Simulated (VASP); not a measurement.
**AlN: single point with PBEsol**

AlN:

```
Al N
1.0
     6.62423    0.00000    0.00000
    -1.65606    2.86838    0.00000
     0.00000    0.00000    4.18756
Al N
4 4
Direct
  0.16950 0.68792 0.73061
  0.32440 0.32542 0.24512
  0.67062 0.66538 0.75319
  0.82998 0.32109 0.25943
  0.16302 0.62868 0.25507
  0.35260 0.33195 0.75836
  0.65799 0.67154 0.24832
  0.83697 0.36820 0.76071
```

```yaml
Program: VASP 6.6.1
Task: single point
Functional: PBEsol
Potentials_or_basis: VASP PAW PBE potentials, release 64 (Al, N)
Cutoff: 520 eV
k_mesh: 3 × 3 × 2, shifted
Occupations: gaussian, width 0.01 eV
Spin: no spin polarisation
```

The pressure is -0.9 GPa. The largest force is 2.444 eV/Å. The band gap on the k mesh is 5.18 eV.

Forces on the atoms (eV/Å):
```
Al   0.840 -1.144  0.749
Al   1.953 -0.583 -0.236
Al  -0.643  1.360  0.119
Al  -0.669  0.660 -0.446
N   -1.500  1.483  0.186
N   -2.400 -0.281 -0.361
N    0.893 -0.271  0.532
N    1.527 -1.224 -0.543
```

Stress tensor (GPa, compression positive):
```
 3.41  0.84 -0.11
 0.84 -3.68  0.06
-0.11  0.06 -2.38
```

Levels at points of the mesh, in eV from the valence-band top:
| k point | band 13 | band 14 | band 15 | band 16 | band 17 | band 18 | band 19 | band 20 |
| --- | --- | --- | --- | --- | --- | --- | --- | --- |
| (0.17, 0.17, 0.25) | -1.80 | -1.25 | -0.32 | -0.02 | 5.41 | 6.09 | 6.94 | 7.14 |

It took 27 s on 1 thread of Intel(R) Xeon(R) Platinum 8375C CPU @ 2.90GHz (Ice Lake), on a shared host, peak memory 0.19 GiB.

Caveat: the k points lie up to 0.75 Å⁻¹ apart; the PAW data sets were made with another functional, which shifts forces and pressure a little; a shifted mesh leaves out Γ, where band edges can lie. A k mesh can miss the band edges.
